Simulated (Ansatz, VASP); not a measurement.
**One calculation of Ga, two programs**

```xyz
2
Lattice="1.4596 -4.0919 0.0000 1.4596 4.0919 0.0000 0.0000 0.0000 3.1910" Properties=species:S:1:pos:R:3 pbc="T T T"
Ga    1.4596   -3.0035    0.7977
Ga    1.4596    3.0035    2.3932
```

Change from the starting cell: volume scaled by 1.02.

Alike in both runs: task single point; functional LDA; k mesh 12 × 12 × 10; occupations fermi-dirac, width 0.08 eV; no spin polarisation.

|  | VASP | Ansatz |
| --- | --- | --- |
| version | VASP 6.6.1 | Ansatz 0.2.0 |
| potentials or method | VASP PAW LDA potentials, release 64 (Ga_d), cutoff 520 eV | all-electron LAPW, scalar-relativistic |

VASP gave:

* pressure (GPa): -4.5
* traceless stress, the component that is largest in VASP (GPa): -1.90
* rms of the force components (eV/Å): 0.098

Q: Which values does Ansatz return?

A: Pressure (GPa): -4.6; traceless stress, the component that is largest in VASP (GPa): -1.89; rms of the force components (eV/Å): 0.096.

LDA's correlation is that of Perdew and Zunger in VASP and of Perdew and Wang (1992) in Ansatz. Atom by atom the forces differ by 0.002 eV/Å (rms over components). Ansatz ran all-electron here, and VASP with PAW potentials.
